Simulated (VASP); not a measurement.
# Sr (P-1) in VASP: further runs, part 2 of 2

VASP 6.6.1. The steps go on from the part before.

## (3) Single point, PBE

Contents of INCAR:

```
SYSTEM = Sr
PREC     = Accurate       ! precision mode
ENCUT    = 520            ! plane-wave cutoff, eV
EDIFF    = 1E-6           ! SCF threshold, eV
ISMEAR   = -1             ! smearing method
SIGMA    = 0.05           ! smearing width, eV
LREAL    = .False.        ! projectors in reciprocal space
LASPH    = .True.         ! aspherical terms in the spheres
NELM     = 100            ! most SCF steps
ALGO     = Normal         ! electronic algorithm
ISIF     = 2              ! what is computed and relaxed
LWAVE    = .False.        ! write WAVECAR
LCHARG   = .False.        ! write CHGCAR
GGA      = PE             ! functional
NBANDS   = 17             ! bands
```

Contents of KPOINTS:

```
Automatic mesh
0
Gamma
  6 6 3
  0 0 0
```

Contents of POSCAR:

```
Sr
1.0
    4.2364247166     -0.0023804058      0.0002843920
   -2.1202738502      3.6689636848      0.0001700991
    0.0004651888      0.0005898566      7.1542092206
Sr
2
Direct
    0.2863603565      0.6128574238      0.2729063516
    0.6185533735      0.2805206462      0.7734712684
```

Potentials or basis: VASP PAW PBE potentials, release 64 (Sr_sv).

Command:

```sh
cat potpaw_PBE.64/Sr_sv/POTCAR > POTCAR
mpirun -np 1 vasp_std > vasp.out
```

OUTCAR:

```text
SYSTEM = Sr
   PREC = Accurate
   ENCUT = 520
   EDIFF = 1E-6
   ISMEAR = -1
   LREAL = .False.
   LASPH = .True.
   NELM = 100
   ISIF = 2
   GGA = PE

 ion  position               nearest neighbor table
   1  0.286  0.613  0.273-   2 4.33   2 4.33   2 4.33   2 4.33   2 4.34   2 4.34
   2  0.619  0.281  0.773-   1 4.33   1 4.33   1 4.33   1 4.33   1 4.34   1 4.34

  LATTYP: Found a triclinic cell.
 ALAT       =     4.2334297724
 B/A-ratio  =     1.0007076112
 C/A-ratio  =     1.6899321932
 COS(alpha) =     0.0001321069
 COS(beta)  =     0.0002112697
 COS(gamma) =     0.4993800428

  Lattice vectors:

 A1 = (  -2.1161508664,  -3.6665832790,  -0.0004544911)
 A2 = (  -4.2364247166,   0.0023804058,  -0.0002843920)
 A3 = (  -0.0004651888,  -0.0005898566,  -7.1542092206)

Analysis of symmetry for initial positions (statically):
=====================================================================
 Subroutine PRICEL returns:
 Original cell was already a primitive cell.

 Routine SETGRP: Setting up the symmetry group for a
 triclinic supercell.

 Subroutine GETGRP returns: Found  2 space group operations
 (whereof  1 operations were pure point group operations)
 out of a pool of  2 trial point group operations.

The static configuration has the point symmetry C_1 .
 The point group associated with its full space group is S_2 .

Analysis of symmetry for dynamics (positions and initial velocities):
=====================================================================
 Subroutine PRICEL returns:
 Original cell was already a primitive cell.

 Routine SETGRP: Setting up the symmetry group for a
 triclinic supercell.

 Subroutine GETGRP returns: Found  2 space group operations
 (whereof  1 operations were pure point group operations)
 out of a pool of  2 trial point group operations.

The dynamic configuration has the point symmetry C_1 .
 The point group associated with its full space group is S_2 .

 Subroutine INISYM returns: Found  2 space group operations
 (whereof  1 operations are pure point group operations),
 and found     1 'primitive' translations

----------------------------------------------------------------------------------------

                                     Primitive cell

  volume of cell :     111.1638

  direct lattice vectors                    reciprocal lattice vectors
     4.236424717 -0.002380406  0.000284392     0.236124773  0.136455204 -0.000026604
    -2.120273850  3.668963685  0.000170099     0.000153198  0.272645060 -0.000022489
     0.000465189  0.000589857  7.154209221    -0.000009390 -0.000011907  0.139777854

  length of vectors
     4.236425395  4.237553038  7.154209260     0.272717678  0.272645104  0.139777855

  position of ions in fractional coordinates (direct lattice)
     0.286360356  0.612857424  0.272906352
     0.618553373  0.280520646  0.773471268

  ion indices of the primitive-cell ions
   primitive index   ion index
                 1           1
                 2           2

----------------------------------------------------------------------------------------

 KPOINTS: Automatic mesh

Automatic generation of k-mesh.
 Grid dimensions read from file:
 generate k-points for:    6    6    3

 Generating k-lattice:

  Cartesian coordinates                     Fractional coordinates (reciprocal lattice)
     0.039354129  0.022742534 -0.000004434     0.166666667  0.000000000  0.000000000
     0.000025533  0.045440843 -0.000003748     0.000000000  0.166666667  0.000000000
    -0.000003130 -0.000003969  0.046592618    -0.000000000  0.000000000  0.333333333

  Length of vectors
     0.045452946  0.045440851  0.046592618

  Shift w.r.t. Gamma in fractional coordinates (k-lattice)
     0.000000000  0.000000000  0.000000000

 Subroutine IBZKPT returns following result:
 ===========================================

 Found     56 irreducible k-points:

 Following reciprocal coordinates:
            Coordinates               Weight
  0.000000  0.000000  0.000000      1.000000
  0.166667  0.000000  0.000000      2.000000
  0.333333  0.000000  0.000000      2.000000
  0.500000  0.000000  0.000000      1.000000
  0.000000  0.166667 -0.000000      2.000000
  0.166667  0.166667  0.000000      2.000000
[... 16 lines left out ...]
  0.333333 -0.000000  0.333333      2.000000
  0.500000  0.000000  0.333333      2.000000
 [... further k-points ...]
   k-points           NKPTS =     56   k-points in BZ     NKDIM =     56   number of bands    NBANDS=     17
   number of dos      NEDOS =    301   number of ions     NIONS =      2
   total plane-waves  NPLWV =  55296
   dimension x,y,z NGX =    32 NGY =   32 NGZ =   54
   dimension x,y,z NGXF=    64 NGYF=   64 NGZF=  108
   ions per type =               2
   NGX,Y,Z   is equivalent  to a cutoff of  12.56, 12.55, 12.55 a.u.
   NGXF,Y,Z  is equivalent  to a cutoff of  25.11, 25.11, 25.10 a.u.
 SYSTEM =  Sr
   PREC   = accura    normal or accurate (medium, high low for compatibility)
   ISTART =      0    job   : 0-new  1-cont  2-samecut
   ICHARG =      2    charge: 1-file 2-atom 10-const
   ISPIN  =      1    spin polarized calculation?
   LNONCOLLINEAR =      F non collinear calculations
   LSORBIT =      F    spin-orbit coupling
   LASPH  =      T    aspherical Exc in radial PAW
   ENCUT  =  520.0 eV  38.22 Ry    6.18 a.u.   7.88  7.88 13.30*2*pi/ulx,y,z
   NELM   =    100;   NELMIN=  2; NELMDL= -5     # of ELM steps
   EDIFF  = 0.1E-05   stopping-criterion for ELM
   LREAL  =      F    real-space projection
   EDIFFG = 0.1E-04   stopping-criterion for IOM
   NSW    =      0    number of steps for IOM
   IBRION =     -1    ionic relax: 0-MD 1-quasi-New 2-CG
   NFREE  =      0    steps in history (QN), initial steepest desc. (CG)
   ISIF   =      2    stress and relaxation
   ISYM   =      2    0-nonsym 1-usesym 2-fastsym
   POTIM  = 0.5000    time-step for ionic-motion
   TEBEG  =    0.0;   TEEND  =   0.0 temperature during run
   PSTRESS=    0.0 pullay stress
   NELECT =      20.0000    total number of electrons
   NUPDOWN=      -1.0000    fix difference up-down
   EMIN   =  10.00;   EMAX   =-10.00  energy-range for DOS
   EFERMI =   0.00;   METHOD = LEGACY
   ISMEAR =    -1;   SIGMA  =   0.05  broadening in eV -4-tet -1-fermi 0-gaus
   EFERMI_NEDOS =   21; number of points for ismear=-14 and -15
   IALGO  =     38    algorithm
   IMIX   =      4    mixing-type and parameters
     AMIX     =   0.40;   BMIX     =  1.00
     AMIX_MAG =   1.60;   BMIX_MAG =  1.00
  volume/ion in A,a.u.               =      55.58       375.09
  Fermi-wavevector in a.u.,A,eV,Ry     =   0.924195  1.746476 11.621234  0.854137
  Thomas-Fermi vector in A             =   2.049914
   LORBIT       =      0    0 simple, 1 ext, 2 COOP (PROOUT), +10 PAW based schemes
   GGA     = PE    functional components
   LHFCALC =     F    Hartree Fock is set to
   AEXX    =    0.0000 exact exchange contribution
   IVDW    =     0    specifies the selected vdW correction
   LEPSILON=     F    determine dielectric tensor
   LRPA    =     F    only Hartree local field effects (RPA)
 non-spin polarized calculation
  energy-cutoff  :      520.00
  volume of cell :      111.16
 maximum number of plane-waves:      3032
   NGX = 15   NGY = 15   NGZ = 27

 number of electron      20.0000000 magnetization

 Free energy of the ion-electron system (eV)
  ---------------------------------------------------
  ext. energy  EPLUGINS =         0.00000000
  ---------------------------------------------------
  free energy    TOTEN  =        -3.24608109 eV

  energy without entropy =       -3.21072221  energy(sigma->0) =       -3.22840165

 E-fermi :   1.5477     XC(G=0):  -7.3183

 val. band max:        1.5160738700   @ k =  -0.3333   0.3333  -0.0000
 cond. band min:       1.5550425093   @ k =   0.0000   0.3333  -0.0000
 fundamental gap:      0.0389686393
 Fermi energy:         1.5476890364

 k-point     1 :       0.0000    0.0000    0.0000
  band No.  band energies     occupation
      1     -35.0880      2.00000
      2     -35.0767      2.00000
      3     -17.1457      2.00000
      4     -17.0007      2.00000
      5     -17.0001      2.00000
      6     -16.9791      2.00000
[... 9 lines left out ...]
     16       4.2417      0.00000
     17       4.8871      0.00000
[... 441 lines left out ...]
 k-point    24 :       0.5000    0.0000    0.3333
  band No.  band energies     occupation
      1     -35.0730      2.00000
      2     -35.0711      2.00000
      3     -17.1688      2.00000
      4     -17.1549      2.00000
      5     -17.0389      2.00000
      6     -17.0374      2.00000
[... 9 lines left out ...]
     16       5.1634      0.00000
     17       5.6123      0.00000

 [... further k-points ...]
[... 5 lines left out ...]
  --------------------------------------------------------------------------------------
  -------------------------------------------------------------------------------------
  Total        0.0049847      0.0017959     -0.0074251     -0.0007378     -0.0003900     -0.0003446
  in kB        0.0718433      0.0258841     -0.1070160     -0.0106332     -0.0056204     -0.0049660
  external PRESSURE =      -0.0030962 kB  Pullay stress =       0.0000000 kB

 VOLUME and BASIS-vectors are now :
 -----------------------------------------------------------------------------
  energy-cutoff  :      520.00
  volume of cell :      111.16
      direct lattice vectors                 reciprocal lattice vectors
     4.236424717 -0.002380406  0.000284392     0.236124773  0.136455204 -0.000026604
    -2.120273850  3.668963685  0.000170099     0.000153198  0.272645060 -0.000022489
     0.000465189  0.000589857  7.154209221    -0.000009390 -0.000011907  0.139777854

 POSITION                                       TOTAL-FORCE (eV/Angst)
 -----------------------------------------------------------------------------------
     -0.08615      2.24803      1.95261        -0.000891      0.000708      0.004896
      2.02603      1.02820      5.53380         0.000891     -0.000708     -0.004896
 -----------------------------------------------------------------------------------
    total drift:                                0.000000      0.000001     -0.000000

  FREE ENERGIE OF THE ION-ELECTRON SYSTEM (eV)
  ---------------------------------------------------
  free  energy   TOTEN  =        -3.2460810884 eV

  energy  without entropy=       -3.2107222140  energy(sigma->0) =       -3.22840165
```

It took 33 s on 1 thread of Intel Xeon Platinum 8559C (Emerald Rapids), shared host; peak memory 0.26 GiB.

Results:

| Quantity | Value |
| --- | --- |
| Free energy | -3.2461 eV |
| Pressure | 0.0 GPa |
| Largest force | 0.005 eV/Å |
| Band gap on the k mesh | zero (band 10 reaches 1.62 eV, above the bottom of band 11 at 1.47 eV) |

Forces on the atoms (eV/Å):
```
Sr  -0.001  0.001  0.005
Sr   0.001 -0.001 -0.005
```
